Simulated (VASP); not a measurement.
Here is a VASP 6.6.1 calculation.

INCAR

```
SYSTEM = AlCo
PREC = Accurate
ENCUT = 600
EDIFF = 1E-8
ISMEAR = -1
SIGMA = 0.08
LREAL = .False.
LASPH = .True.
NELM = 100
ALGO = Normal
ISIF = 3
LWAVE = .False.
LCHARG = .True.
GGA = PS
IBRION = 6
NFREE = 2
POTIM = 0.015
NSW = 1
```

File KPOINTS:

```
regular mesh
0
Gamma
  16 16 16
  0 0 0
```

POSCAR

```
AlCo
1.0
    2.8230925728      0.0000000000      0.0000000000
    0.0000000000      2.8230925728      0.0000000000
    0.0000000000      0.0000000000      2.8230925728
Al Co
1 1
Direct
    0.0000000000      0.0000000000      0.0000000000
    0.5000000000      0.5000000000      0.5000000000
```

Potentials or basis: VASP PAW PBE potentials, release 64 (Al, Co).

Command:

```bash
$ cat potpaw_PBE.64/Al/POTCAR potpaw_PBE.64/Co/POTCAR > POTCAR
$ mpirun -np 1 vasp_std > vasp.out
```

(1) Estimate the elastic constants C11, C12, C44.

(2) Estimate the Voigt bulk modulus.

(3) What does it give for the highest phonon frequency at Γ?

Answers

(1) 306, 137, 152 GPa.

(2) 193 GPa.

(3) 341 cm⁻¹.

Caveat: the PAW data sets were made with another functional, which shifts forces and pressure a little; the run has no spin polarisation, though such a crystal can be magnetic.
